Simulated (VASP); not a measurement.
Crystal: NaH.

```
Na H
1.0
     0.00000    2.48786    2.48786
     2.48786    0.00000    2.48786
     2.48786    2.48786    0.00000
Na H
1 1
Direct
  0.00000 0.00000 0.00000
  0.50000 0.50000 0.50000
```

This cell differs from its parent crystal: volume scaled by 1.06.

Base run:

| Property | Result |
| --- | --- |
| Program | VASP 6.6.1 |
| Functional | PBEsol |
| Potentials or basis | VASP PAW PBE potentials, release 64 (Na_pv, H) |
| Cutoff | 520 eV |
| k mesh | 9 × 9 × 9 |
| Occupations | fermi-dirac, width 0.05 eV |
| Spin | no spin polarisation |

Its results: band gap on the k mesh 3.72 eV, indirect (least direct gap 4.42 eV); pressure -2.2 GPa.

Q: After a change of settings the same cell gave: band gap on the k mesh 4.50 eV, indirect (least direct gap 5.15 eV); pressure -2.4 GPa. Which change was it?
A. functional from PBEsol to PBE
B. functional from PBEsol to r2SCAN
C. functional from PBEsol to LDA; potentials or basis from VASP PAW PBE potentials, release 64 (Na_pv, H) to VASP PAW LDA potentials, release 64 (Na_pv, H)

A: B.

r2SCAN gives the wider gap, since meta-GGAs in the generalised Kohn-Sham scheme recover part of the derivative discontinuity.

Caveats: the PAW data sets were made with another functional, which shifts forces and pressure a little.
